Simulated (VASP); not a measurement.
Wanted: the native input for a VASP 6.6.1 run.

```yaml
Task: single point
Functional: PBE
Potentials_or_basis: VASP PAW PBE potentials, release 64 (Ta_pv, N)
Cutoff: 520 eV
k_mesh: 18 × 18 × 10
Occupations: gaussian, width 0.15 eV
Spin: no spin polarisation
Dipole_correction: no
Further_INCAR_settings: ALGO = Normal; EDIFF = 1e-06; NBANDS = 20
```

The structure of Ta2N lies in POSCAR:

```
Ta2N
1.0
    3.1011400595      0.0000000000      0.0000000000
   -1.5505700297      2.6856660722      0.0000000000
    0.0000000000      0.0000000000      5.0039372898
Ta N
2 1
Direct
    0.6666666667      0.3333333333      0.7449050326
    0.3333333333      0.6666666667      0.2550949674
    0.0000000000      0.0000000000      0.0000000000
```

This cell differs from its parent crystal: strain +0.000 along x and y, +0.025 along z.

One way to write it, as run:

INCAR

```
SYSTEM = Ta2N
ALGO     = Normal         ! electronic algorithm
EDIFF    = 1E-6           ! SCF threshold, eV
ENCUT    = 520            ! plane-wave cutoff, eV
GGA      = PE             ! functional
ISIF     = 2              ! what is computed and relaxed
ISMEAR   = 0              ! smearing method
LASPH    = .TRUE.         ! aspherical terms in the spheres
LCHARG   = .FALSE.        ! write CHGCAR
LREAL    = .FALSE.        ! projectors in reciprocal space
LWAVE    = .FALSE.        ! write WAVECAR
NBANDS   = 20             ! bands
NELM     = 60             ! most SCF steps
PREC     = Accurate       ! precision mode
SIGMA    = 0.15           ! smearing width, eV
```

KPOINTS

```
k-points
0
G
  18 18 10
  0 0 0
```

Potentials or basis: VASP PAW PBE potentials, release 64 (Ta_pv, N).

The run is started by

```sh
$ cat potpaw_PBE.64/Ta_pv/POTCAR potpaw_PBE.64/N/POTCAR > POTCAR
$ mpirun -np 1 vasp_std > vasp.out
```

It gave:

```json
{"Pressure": "-6.2 GPa", "Largest force": "0.056 eV/Å", "Band gap on the k mesh": "zero (an odd number of electrons rules out a gap without spin polarisation)"}
```

Caveat: the cell differs from its parent crystal (strain +0.000 along x and y, +0.025 along z); the cell stands under tension; spin-orbit coupling is left out, which moves the levels of the heavy elements.

Wall time 81 s on 1 thread of Intel(R) Xeon(R) 6975P-C (Granite Rapids), with other jobs on the host, peak memory 0.35 GiB.
